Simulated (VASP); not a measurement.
A run of VASP 6.6.1:

File INCAR:

```
SYSTEM = Rb2MgGaC6N6
ALGO     = Normal         ! electronic algorithm
EDIFF    = 1E-6           ! SCF threshold, eV
ENCUT    = 520            ! plane-wave cutoff, eV
GGA      = PE             ! functional
ISIF     = 2              ! what is computed and relaxed
ISMEAR   = 0              ! smearing method
ISPIN    = 2              ! spin polarisation
LASPH    = .TRUE.         ! aspherical terms in the spheres
LCHARG   = .FALSE.        ! write CHGCAR
LORBIT   = 11             ! projections on sites
LREAL    = Auto         
LWAVE    = .FALSE.        ! write WAVECAR
MAGMOM   = 0 0 0 0 1 1 1 1 1 1 1 1 1 1 1 1 ! initial moments
NBANDS   = 62             ! bands
NELM     = 150            ! most SCF steps
PREC     = Accurate       ! precision mode
SIGMA    = 0.1            ! smearing width, eV
```

KPOINTS

```
k-points
0
G
  4 4 4
  0 0 0
```

File POSCAR:

```
Rb2MgGaC6N6
1.0
    0.0000000000      5.4545729166      5.4545729166
    5.4545729166      0.0000000000      5.4545729166
    5.4545729166      5.4545729166      0.0000000000
Rb Mg Ga C N
2 1 1 6 6
Direct
    0.2500000000      0.2500000000      0.2500000000
    0.7500000000      0.7500000000      0.7500000000
    0.0000000000      0.0000000000      0.0000000000
    0.5000000000      0.5000000000      0.5000000000
    0.7935505894      0.2064494106      0.2064494106
    0.2064494106      0.7935505894      0.2064494106
    0.2064494106      0.2064494106      0.7935505894
    0.2064494106      0.7935505894      0.7935505894
    0.7935505894      0.2064494106      0.7935505894
    0.7935505894      0.7935505894      0.2064494106
    0.6853906557      0.3146093443      0.3146093443
    0.3146093443      0.6853906557      0.3146093443
    0.3146093443      0.3146093443      0.6853906557
    0.3146093443      0.6853906557      0.6853906557
    0.6853906557      0.3146093443      0.6853906557
    0.6853906557      0.6853906557      0.3146093443
```

Potentials or basis: VASP PAW PBE potentials, release 64 (Rb_sv, Mg, Ga_d, C, N).

Command:

```bash
$ cat potpaw_PBE.64/Rb_sv/POTCAR potpaw_PBE.64/Mg/POTCAR potpaw_PBE.64/Ga_d/POTCAR potpaw_PBE.64/C/POTCAR potpaw_PBE.64/N/POTCAR > POTCAR
$ mpirun -np 1 vasp_std > vasp.out
```

Hardware: 1 thread of Intel(R) Xeon(R) Platinum 8259CL CPU @ 2.50GHz (Skylake/Cascade Lake), on a shared host.

Question: How long does it take, and how much memory?

Answer: Wall time 13 min on 1 thread of Intel(R) Xeon(R) Platinum 8259CL CPU @ 2.50GHz (Skylake/Cascade Lake), with other jobs on the host, peak memory 0.78 GiB. Counts: scf iterations 17, k points 8.
